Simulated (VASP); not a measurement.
Runs of VASP 6.6.1 on Ag. The structure is that of space group P6_3/mmc (No. 194), or close to it. The cells are those of the table. 

| cell | further INCAR settings | gap on the mesh (eV) | pressure (GPa) |
| --- | --- | --- | --- |
| a = 2.934, b = 2.934, c = 9.585 Å, angles 90.6, 88.9, 120.0°, 4 atoms | ALGO = Fast; EDIFF = 1e-06; NBANDS = 30 | none | (b) |
| a = 3.022, b = 3.022, c = 9.410 Å, angles 90.0, 90.0, 120.0°, 4 atoms | ALGO = Fast; EDIFF = 1e-07; NBANDS = 30 | none | -3.2 |
| a = 2.876, b = 2.876, c = 9.744 Å, angles 90.0, 90.0, 120.0°, 4 atoms | ALGO = Fast; EDIFF = 1e-07; NBANDS = 30 | none | 2.3 |
| a = 2.905, b = 2.905, c = 9.665 Å, angles 90.0, 90.0, 120.0°, 4 atoms | ALGO = Fast; EDIFF = 1e-07; NBANDS = 30 | none | 0.9 |
| a = 2.905, b = 2.905, c = 9.640 Å, angles 90.0, 90.0, 120.0°, 4 atoms | ALGO = Fast; EDIFF = 1e-06; NBANDS = 30 | none | (a) |

Alike in all rows: task single point; level PBE; potentials or basis VASP PAW PBE potentials, release 64 (Ag); no spin polarisation; k mesh 24 × 24 × 6; cutoff (eV) 520; smearing gaussian 0.1 eV.

Fill in the values left out.

(a) 1.2; (b) -0.1.

Caveats: the cell stands under tension (at least some runs).

A k mesh can miss the band edges, and the runs leave out spin-orbit coupling on Ag.

A gap of «none» marks levels without a gap at the run's occupations.
